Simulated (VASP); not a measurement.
Here is a VASP 6.6.1 calculation.

INCAR

```
SYSTEM = Sr
PREC     = Accurate       ! precision mode
ENCUT    = 520            ! plane-wave cutoff, eV
EDIFF    = 1E-6           ! SCF threshold, eV
ISMEAR   = 0              ! smearing method
SIGMA    = 0.15           ! smearing width, eV
LREAL    = .False.        ! projectors in reciprocal space
LASPH    = .True.         ! aspherical terms in the spheres
NELM     = 60             ! most SCF steps
ALGO     = Fast           ! electronic algorithm
ISIF     = 2              ! what is computed and relaxed
LWAVE    = .False.        ! write WAVECAR
LCHARG   = .False.        ! write CHGCAR
GGA      = PS             ! functional
NBANDS   = 17             ! bands
```

File KPOINTS:

```
regular mesh
0
Gamma
  15 15 8
  0 0 0
```

File POSCAR:

```
Sr
1.0
    4.2653553434      0.0000000000      0.0000000000
   -2.1326776717      3.6939060836      0.0000000000
    0.0000000000      0.0000000000      7.1841380049
Sr
2
Direct
    0.3333333333      0.6666666667      0.2500000000
    0.6666666667      0.3333333333      0.7500000000
```

Potentials or basis: VASP PAW PBE potentials, release 64 (Sr_sv).

The run is started by

```bash
$ cat potpaw_PBE.64/Sr_sv/POTCAR > POTCAR
$ mpirun -np 1 vasp_std > vasp.out
```

Q: What does it give for the band gap on the k mesh?

A: Zero (bands 10 and 11 overlap by 0.25 eV).

Q: What does it give for the pressure?

A: -0.8 GPa.

Stress tensor (GPa, compression positive):
```
-0.65  0.00  0.00
 0.00 -0.65  0.00
 0.00  0.00 -1.18
```

Caveat: the PAW data sets were made with another functional, which shifts forces and pressure a little.
